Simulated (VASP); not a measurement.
Set up this calculation in VASP 6.6.1, as the native input.

```
Task                   : single point
Functional             : r2SCAN
Potentials or basis    : VASP PAW PBE potentials, release 64 (Sr_sv)
Cutoff                 : 520 eV
k mesh                 : 14 × 14 × 14
Occupations            : gaussian, width 0.15 eV
Spin                   : no spin polarisation
Dipole correction      : no
Further INCAR settings : ALGO = Normal; EDIFF = 1e-06; NBANDS = 11
```

The system is Sr.

```xyz
1
Lattice="-2.4250 2.4250 2.4250 2.4250 -2.4250 2.4250 2.4250 2.4250 -2.4250" Properties=species:S:1:pos:R:3 pbc="T T T"
Sr    0.0000    0.0000    0.0000
```

This isn't the form of Sr at room conditions, which is fcc.

The input as run:

POSCAR

```
Sr
1.0
   -2.4250000000      2.4250000000      2.4250000000
    2.4250000000     -2.4250000000      2.4250000000
    2.4250000000      2.4250000000     -2.4250000000
Sr
1
Direct
    0.0000000000      0.0000000000      0.0000000000
```

INCAR.step1

```
ALGO = Normal ; EDIFF = 1E-4
ENCUT = 520 ; GGA = PE
ISMEAR = 0 ; LASPH = True
LCHARG = False ; LREAL = False
LWAVE = True ; NBANDS = 11
NELM = 80 ; PREC = Accurate
SIGMA = 0.15
```

INCAR.step2

```
ALGO = Normal ; EDIFF = 1E-6
ENCUT = 520 ; ISIF = 2
ISMEAR = 0 ; ISTART = 1
LASPH = True ; LCHARG = False
LMIXTAU = True ; LREAL = False
LWAVE = False ; METAGGA = R2SCAN
NBANDS = 11 ; NELM = 80
PREC = Accurate ; SIGMA = 0.15
```

KPOINTS

```
k-points
0
Gamma
  14 14 14
```

Potentials or basis: VASP PAW PBE potentials, release 64 (Sr_sv).

The run is started by

```console
$ cat potpaw_PBE.64/Sr_sv/POTCAR > POTCAR
$ cp INCAR.step1 INCAR
$ mpirun -np 1 vasp_std > vasp.out
$ cp INCAR.step2 INCAR
$ mpirun -np 1 vasp_std > vasp.out
```

Results of the run:

- Pressure: -0.2 GPa
- Band gap on the k mesh: zero (bands 5 and 6 overlap by 0.33 eV)

Caveat: the PAW data sets were made with another functional, which shifts forces and pressure a little.

Run time: 3 min on 1 thread of Intel Xeon 8259CL, with other jobs on the host, peak memory 0.23 GiB.
